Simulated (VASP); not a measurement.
# C (Fd-3m) in VASP: notebook

The runs below take C through single point, relaxation of cell and atoms, with r2SCAN.

Everything below comes from runs of VASP 6.6.1. Logs are shortened: lines on timing, memory, paths and dates and some standing lists are left out, and cuts for length are marked.

**1. The cell of the first run**

Symmetry: Fd-3m, No. 227, cubic system. The conventional cell has a = 3.697 Å, b = 3.697 Å, c = 3.697 Å, α = 90.00°, β = 90.00°, γ = 90.00°. C (site symmetry -43m) has 4 C at 1.60 Å within 2.1 Å.

**2. Single point, r2SCAN (volume scaled by 1.12)**

The input, POSCAR:

```
C
1.0
    0.0000000000      1.8486813438      1.8486813438
    1.8486813438      0.0000000000      1.8486813438
    1.8486813438      1.8486813438      0.0000000000
C
2
Direct
    0.5000000000      0.5000000000      0.5000000000
    0.7500000000      0.7500000000      0.7500000000
```

The input, INCAR.step1:

```
SYSTEM = C
PREC = Accurate
ENCUT = 520
ISMEAR = -1
SIGMA = 0.05
LREAL = .False.
LASPH = .True.
NELM = 80
NBANDS = 11
GGA = PE
ALGO = Normal
EDIFF = 1E-4
LWAVE = .True.
LCHARG = .False.
```

The input, INCAR.step2:

```
SYSTEM = C
PREC = Accurate
ENCUT = 520
EDIFF = 1E-6
ISMEAR = -1
SIGMA = 0.05
LREAL = .False.
LASPH = .True.
NELM = 80
ALGO = Normal
ISIF = 2
LWAVE = .False.
LCHARG = .True.
METAGGA = R2SCAN
LMIXTAU = .True.
LELF = .True.
LVHAR = .True.
NBANDS = 11
ISTART = 1
```

The input, KPOINTS:

```
regular mesh
0
Gamma
  13 13 13
  0 0 0
```

Potentials or basis: VASP PAW PBE potentials, release 64 (C).

Launch:

```sh
> cat potpaw_PBE.64/C/POTCAR > POTCAR
> cp INCAR.step1 INCAR
> mpirun -np 1 vasp_std > vasp.out
> cp INCAR.step2 INCAR
> mpirun -np 1 vasp_std > vasp.out
```

OUTCAR:

```text
SYSTEM = C
   PREC = Accurate
   ENCUT = 520
   EDIFF = 1E-6
   ISMEAR = -1
   LREAL = .False.
   LASPH = .True.
   NELM = 80
   ISIF = 2
   METAGGA = R2SCAN
   ISTART = 1

 ion  position               nearest neighbor table
   1  0.500  0.500  0.500-   2 1.60   2 1.60   2 1.60   2 1.60
   2  0.750  0.750  0.750-   1 1.60   1 1.60   1 1.60   1 1.60

  LATTYP: Found a face centered cubic cell.
 ALAT       =     3.6973626876

  Lattice vectors:

 A1 = (   0.0000000000,   1.8486813438,   1.8486813438)
 A2 = (   1.8486813438,   0.0000000000,   1.8486813438)
 A3 = (   1.8486813438,   1.8486813438,   0.0000000000)

Analysis of symmetry for initial positions (statically):
=====================================================================
 Subroutine PRICEL returns:
 Original cell was already a primitive cell.

 Routine SETGRP: Setting up the symmetry group for a
 face centered cubic supercell.

 Subroutine GETGRP returns: Found 48 space group operations
 (whereof 24 operations were pure point group operations)
 out of a pool of 48 trial point group operations.

The static configuration has the point symmetry T_d .
 The point group associated with its full space group is O_h .

Analysis of symmetry for dynamics (positions and initial velocities):
=====================================================================
 Subroutine PRICEL returns:
 Original cell was already a primitive cell.

 Routine SETGRP: Setting up the symmetry group for a
 face centered cubic supercell.

 Subroutine GETGRP returns: Found 48 space group operations
 (whereof 24 operations were pure point group operations)
 out of a pool of 48 trial point group operations.

The dynamic configuration has the point symmetry T_d .
 The point group associated with its full space group is O_h .

 Subroutine INISYM returns: Found 48 space group operations
 (whereof 24 operations are pure point group operations),
 and found     1 'primitive' translations

----------------------------------------------------------------------------------------

                                     Primitive cell

  volume of cell :      12.6362

  direct lattice vectors                    reciprocal lattice vectors
     0.000000000  1.848681344  1.848681344    -0.270463053  0.270463053  0.270463053
     1.848681344  0.000000000  1.848681344     0.270463053 -0.270463053  0.270463053
     1.848681344  1.848681344  0.000000000     0.270463053  0.270463053 -0.270463053

  length of vectors
     2.614430229  2.614430229  2.614430229     0.468455749  0.468455749  0.468455749
[... 89 lines left out ...]
   POTIM  = 0.5000    time-step for ionic-motion
   TEBEG  =    0.0;   TEEND  =   0.0 temperature during run
   PSTRESS=    0.0 pullay stress
   NELECT =       8.0000    total number of electrons
   NUPDOWN=      -1.0000    fix difference up-down
   EMIN   =  10.00;   EMAX   =-10.00  energy-range for DOS
   EFERMI =   0.00;   METHOD = LEGACY
   ISMEAR =    -1;   SIGMA  =   0.05  broadening in eV -4-tet -1-fermi 0-gaus
   EFERMI_NEDOS =   21; number of points for ismear=-14 and -15
   IALGO  =     38    algorithm
   IMIX   =      4    mixing-type and parameters
     AMIX     =   0.40;   BMIX     =  1.00
     AMIX_MAG =   1.60;   BMIX_MAG =  1.00
  volume/ion in A,a.u.               =       6.32        42.64
  Fermi-wavevector in a.u.,A,eV,Ry     =   1.405722  2.656429 26.885851  1.976054
  Thomas-Fermi vector in A             =   2.528155
   LORBIT       =      0    0 simple, 1 ext, 2 COOP (PROOUT), +10 PAW based schemes
   METAGGA = R2SCAN    functional components
   LHFCALC =     F    Hartree Fock is set to
   AEXX    =    0.0000 exact exchange contribution
   IVDW    =     0    specifies the selected vdW correction
   LEPSILON=     F    determine dielectric tensor
   LRPA    =     F    only Hartree local field effects (RPA)
 non-spin polarized calculation
  energy-cutoff  :      520.00
  volume of cell :       12.64
 maximum number of plane-waves:       349
   NGX =  9   NGY =  9   NGZ =  9

 number of electron       8.0000001 magnetization

 Free energy of the ion-electron system (eV)
  ---------------------------------------------------
  ext. energy  EPLUGINS =         0.00000000
  ---------------------------------------------------
  free energy    TOTEN  =       -19.47609799 eV

  energy without entropy =      -19.47609799  energy(sigma->0) =      -19.47609799

 E-fermi :   9.0979     XC(G=0): -13.6744

 val. band max:        8.2066747088   @ k =   0.0000   0.0000   0.0000
 cond. band min:      12.3036444530   @ k =   0.3846   0.3846   0.0000
 fundamental gap:      4.0969697442
 Fermi energy:         9.0979052175

 k-point     1 :       0.0000    0.0000    0.0000
  band No.  band energies     occupation
      1     -13.0508      2.00000
      2       8.2067      2.00000
      3       8.2067      2.00000
      4       8.2067      2.00000
      5      13.7460      0.00000
      6      13.7460      0.00000
      7      13.7460      0.00000
      8      19.5315      0.00000
      9      27.1752      0.00000
     10      34.4337      0.00000
     11      34.4337      0.00000
[... 309 lines left out ...]
 k-point    24 :       0.4615    0.1538    0.0000
  band No.  band energies     occupation
      1      -8.2691      2.00000
      2      -2.8074      2.00000
      3       3.8357      2.00000
      4       4.4792      2.00000
      5      15.1548      0.00000
      6      18.2308      0.00000
      7      18.6065      0.00000
      8      21.8843      0.00000
      9      28.6705      0.00000
     10      30.8473      0.00000
     11      34.9971      0.00000

 [... further k-points ...]

------------------------ aborting loop because EDIFF is reached ----------------------------------------

  FORCE on cell =-STRESS in cart. coord.  units (eV):
  Direction    XX          YY          ZZ          XY          YZ          ZX
  --------------------------------------------------------------------------------------
  -------------------------------------------------------------------------------------
  Total       -3.2068722     -3.2068722     -3.2068722      0.0000000      0.0000000     -0.0000000
  in kB     -406.6081329   -406.6081329   -406.6081329      0.0000000      0.0000000     -0.0000000
  external PRESSURE =    -406.6081329 kB  Pullay stress =       0.0000000 kB

 VOLUME and BASIS-vectors are now :
 -----------------------------------------------------------------------------
  energy-cutoff  :      520.00
  volume of cell :       12.64
      direct lattice vectors                 reciprocal lattice vectors
     0.000000000  1.848681344  1.848681344    -0.270463053  0.270463053  0.270463053
     1.848681344  0.000000000  1.848681344     0.270463053 -0.270463053  0.270463053
     1.848681344  1.848681344  0.000000000     0.270463053  0.270463053 -0.270463053

 POSITION                                       TOTAL-FORCE (eV/Angst)
 -----------------------------------------------------------------------------------
      1.84868      1.84868      1.84868         0.000000      0.000000      0.000000
      2.77302      2.77302      2.77302        -0.000000     -0.000000     -0.000000
 -----------------------------------------------------------------------------------
    total drift:                                0.000000     -0.000000      0.000000

  FREE ENERGIE OF THE ION-ELECTRON SYSTEM (eV)
  ---------------------------------------------------
  free  energy   TOTEN  =       -19.4760979925 eV

  energy  without entropy=      -19.4760979925  energy(sigma->0) =      -19.47609799
```

OUTCAR.step1:

```text
SYSTEM = C
   PREC = Accurate
   ENCUT = 520
   ISMEAR = -1
   LREAL = .False.
[... 559 lines left out ...]
      1.84868      1.84868      1.84868        -0.000000     -0.000000     -0.000000
      2.77302      2.77302      2.77302         0.000000      0.000000      0.000000
 -----------------------------------------------------------------------------------
    total drift:                                0.000000     -0.000000      0.000000

  FREE ENERGIE OF THE ION-ELECTRON SYSTEM (eV)
  ---------------------------------------------------
  free  energy   TOTEN  =       -18.0348160842 eV

  energy  without entropy=      -18.0348160842  energy(sigma->0) =      -18.03481608
```

Wall time 18 s (1 thread of Intel Xeon 6975P-C (Granite Rapids), shared host); peak memory 0.12 GiB.

Results:

* Free energy: -19.4761 eV
* Pressure: -40.7 GPa
* Band gap on the k mesh: 4.10 eV, indirect (least direct gap 5.54 eV)

Caveat: the cell differs from its parent crystal (volume scaled by 1.12); the PAW data sets were made with another functional, which shifts forces and pressure a little. A k mesh can miss the band edges.

**3. Single point, r2SCAN**

This run uses another cell than the first one, of 5.64 Å³/atom, 0.893 times its volume.

The input, POSCAR:

```
C
1.0
    0.0000000000      1.7801477551      1.7801477551
    1.7801477551      0.0000000000      1.7801477551
    1.7801477551      1.7801477551      0.0000000000
C
2
Direct
    0.5000000000      0.5000000000      0.5000000000
    0.7500000000      0.7500000000      0.7500000000
```

The input, INCAR.step1:

```
PREC = Accurate
ENCUT = 520
ISMEAR = -1
SIGMA = 0.05
LREAL = F
LASPH = T
NELM = 100
NBANDS = 11
GGA = PE
ALGO = Normal
EDIFF = 1E-4
LWAVE = T
LCHARG = F
```

The input, INCAR.step2:

```
PREC = Accurate
ENCUT = 520
EDIFF = 1E-7
ISMEAR = -1
SIGMA = 0.05
LREAL = F
LASPH = T
NELM = 100
ALGO = Normal
ISIF = 2
LWAVE = F
LCHARG = T
METAGGA = R2SCAN
LMIXTAU = T
LELF = T
LVHAR = T
NBANDS = 11
ISTART = 1
```

The input, KPOINTS:

```
regular mesh
0
Gamma
  14 14 14
```

Potentials or basis: VASP PAW PBE potentials, release 64 (C).

Launch:

```sh
> cat potpaw_PBE.64/C/POTCAR > POTCAR
> cp INCAR.step1 INCAR
> mpirun -np 1 vasp_std > vasp.out
> cp INCAR.step2 INCAR
> mpirun -np 1 vasp_std > vasp.out
```

It took 22 s on 1 thread of Intel Xeon 6975P-C (Granite Rapids), shared host; peak memory 0.12 GiB.

The run converged. Its results:

- Free energy: -19.6572 eV
- Pressure: 1.1 GPa
- Band gap on the k mesh: 4.33 eV, indirect (least direct gap 5.85 eV)

Levels at points of the mesh, in eV from the valence-band top:
```tsv
k point	band 1	band 2	band 3	band 4	band 5	band 6	band 7	band 8	band 9
(0.00, 0.00, 0.00)	-22.77	0.00	0.00	0.00	5.85	5.85	5.85	13.95	20.47
(0.50, 0.00, 0.00)	-16.79	-14.11	-2.99	-2.99	8.90	8.90	9.20	16.75	23.29
(0.50, 0.50, 0.00)	-13.63	-13.63	-6.69	-6.69	5.01	5.01	17.96	17.96	24.73
```

Caveat: the PAW data sets were made with another functional, which shifts forces and pressure a little. r2SCAN opens gaps a little over a GGA but as a rule still falls short of measured ones.

**4. Relaxation of cell and atoms, r2SCAN**

This run uses another cell than the first one, of 5.67 Å³/atom, 0.898 times its volume.

The input, POSCAR:

```
C
1.0
    0.0000000000      1.7834000000      1.7834000000
    1.7834000000      0.0000000000      1.7834000000
    1.7834000000      1.7834000000      0.0000000000
C
2
Direct
    0.5000000000      0.5000000000      0.5000000000
    0.7500000000      0.7500000000      0.7500000000
```

The input, INCAR.step1:

```
SYSTEM = C
PREC = Accurate
ENCUT = 600
ISMEAR = -1
SIGMA = 0.05
LREAL = .FALSE.
LASPH = .TRUE.
NELM = 80
GGA = PE
ALGO = Normal
EDIFF = 1E-4
LWAVE = .TRUE.
LCHARG = .FALSE.
```

The input, INCAR.step2:

```
SYSTEM = C
PREC = Accurate
ENCUT = 600
EDIFF = 1E-6
ISMEAR = -1
SIGMA = 0.05
LREAL = .FALSE.
LASPH = .TRUE.
NELM = 80
ALGO = Normal
ISIF = 3
LWAVE = .FALSE.
LCHARG = .FALSE.
METAGGA = R2SCAN
LMIXTAU = .TRUE.
IBRION = 2
NSW = 80
EDIFFG = -0.01
ISTART = 1
```

The input, KPOINTS:

```
regular mesh
0
G
  8 8 8
  0 0 0
```

Launch:

```sh
> cat potpaw_PBE.64/C/POTCAR > POTCAR
> cp INCAR.step1 INCAR
> mpirun -np 1 vasp_std > vasp.out
> cp INCAR.step2 INCAR
> mpirun -np 1 vasp_std > vasp.out
```

It took 14 s on 1 thread of Intel Xeon 6975P-C (Granite Rapids), shared host; peak memory 0.11 GiB.

It converged, with:

- Free energy: -19.6634 eV
- Relaxed volume: 5.65 Å³/atom
- Relaxed cell: a = 2.518 Å, b = 2.518 Å, c = 2.518 Å, α = 60.00°, β = 60.00°, γ = 60.00°
- Space group after relaxing (to 0.05 Å): Fd-3m (No. 227)
- Energy gained by relaxing: 0.2 meV/atom
- Ionic steps: 3
- Pressure after relaxing: 0.0 GPa
- Band gap on the k mesh: 4.34 eV, indirect (least direct gap 5.85 eV)

Step by step:
```csv
step,energy change (eV),largest force (eV/Å),pressure (GPa),volume (Å³)
1,0.0000,0.0000,-2.11,11.34
2,0.0002,0.0000,2.75,11.22
3,-0.0004,0.0000,-0.03,11.29
```

Final structure:
```xyz
2
Lattice="0.0000 1.7806 1.7806 1.7806 0.0000 1.7806 1.7806 1.7806 0.0000" Properties=species:S:1:pos:R:3 pbc="T T T"
C     1.7806    1.7806    1.7806
C     2.6709    2.6709    2.6709
```

Levels at points of the mesh, in eV from the valence-band top:
```tsv
k point	band 2	band 3	band 4	band 5	band 6	band 7
(0.00, 0.00, 0.00)	0.00	0.00	0.00	5.85	5.85	5.85
(0.50, 0.00, 0.00)	-14.10	-2.99	-2.99	8.90	8.90	9.19
(0.50, 0.50, 0.00)	-13.62	-6.69	-6.69	5.01	5.01	17.94
```

Caveat: the PAW data sets were made with another functional, which shifts forces and pressure a little.

**5. Single point, r2SCAN**

This run uses another cell than the first one, of 5.64 Å³/atom, 0.893 times its volume.

The input, POSCAR:

```
C
1.0
    0.0000000000      1.7801477551      1.7801477551
    1.7801477551      0.0000000000      1.7801477551
    1.7801477551      1.7801477551      0.0000000000
C
2
Direct
    0.5000000000      0.5000000000      0.5000000000
    0.7500000000      0.7500000000      0.7500000000
```

The input, INCAR.step1:

```
  ALGO = Normal
  EDIFF = 1E-5
  ENCUT = 910
  GGA = PE
  GGA_COMPAT = False
  ISMEAR = -1
  LASPH = True
  LCHARG = False
  LREAL = False
  LWAVE = True
  NBANDS = 11
  NELM = 120
  PREC = Accurate
  SIGMA = 0.05
```

The input, INCAR.step2:

```
  ALGO = Normal
  EDIFF = 1E-6
  ENCUT = 910
  GGA_COMPAT = False
  ISIF = 2
  ISMEAR = -1
  ISTART = 1
  LASPH = True
  LCHARG = False
  LMIXTAU = True
  LREAL = False
  LWAVE = False
  METAGGA = R2SCAN
  NBANDS = 11
  NELM = 120
  PREC = Accurate
  SIGMA = 0.05
```

The input, KPOINTS:

```
k-points
0
Gamma
  8 8 8
```

Potentials or basis: VASP PAW PBE potentials, release 64 (C_h).

Launch:

```sh
> cat potpaw_PBE.64/C_h/POTCAR > POTCAR
> cp INCAR.step1 INCAR
> mpirun -np 1 vasp_std > vasp.out
> cp INCAR.step2 INCAR
> mpirun -np 1 vasp_std > vasp.out
```

Run time: 34 s. Hardware: 1 thread of Intel Xeon Platinum 8259CL at 2.50GHz (Skylake/Cascade Lake), shared host; peak memory 0.15 GiB.

The run converged. Its results:

| Property | Result |
| --- | --- |
| Free energy | -19.7187 eV |
| Pressure | -0.8 GPa |
| Band gap on the k mesh | 4.37 eV, indirect (least direct gap 5.89 eV) |

Levels at points of the mesh, in eV from the valence-band top:
```tsv
k point	band 2	band 3	band 4	band 5	band 6	band 7
(0.00, 0.00, 0.00)	0.00	0.00	0.00	5.89	5.89	5.89
(0.50, 0.00, 0.00)	-14.08	-2.98	-2.98	8.94	8.94	9.23
(0.50, 0.50, 0.00)	-13.60	-6.67	-6.67	5.04	5.04	18.00
```

Caveat: the cutoff is under 1.25 times the usual one of these potentials, so pressure, stress and relaxed cells hold a basis-set (Pulay) error; the PAW data sets were made with another functional, which shifts forces and pressure a little.

**6. Overview**

| task | potentials or basis | cell | k mesh | cutoff (eV) | second run | gap on the mesh (eV) | pressure (GPa) |
| --- | --- | --- | --- | --- | --- | --- | --- |
| single point | VASP PAW PBE potentials, release 64 (C) | a = 2.614 Å, angles 60.0°, 2 atoms | 13 × 13 × 13 | 520 | - | 4.10 | -40.7 |
| single point | VASP PAW PBE potentials, release 64 (C) | a = 2.518 Å, angles 60.0°, 2 atoms | 14 × 14 × 14 | 520 | - | 4.33 | 1.1 |
| relaxation of cell and atoms | VASP PAW PBE potentials, release 64 (C) | relaxed from a = 2.522 Å, angles 60.0°, 2 atoms | 8 × 8 × 8 | 600 | - | 4.34 | 0.0 |
| single point | VASP PAW PBE potentials, release 64 (C_h) | a = 2.518 Å, angles 60.0°, 2 atoms | 8 × 8 × 8 | 910 | hard_potentials | 4.37 | -0.8 |

Alike in all rows: level r2SCAN; no spin polarisation; smearing fermi-dirac 0.05 eV.

Caveats: the PAW data sets were made with another functional, which shifts forces and pressure a little; the cutoff is under 1.25 times the usual one of these potentials, so pressure, stress and relaxed cells hold a basis-set (Pulay) error (some runs).

Total energies depend on the potentials used, so only differences within one code and one set of settings carry meaning.
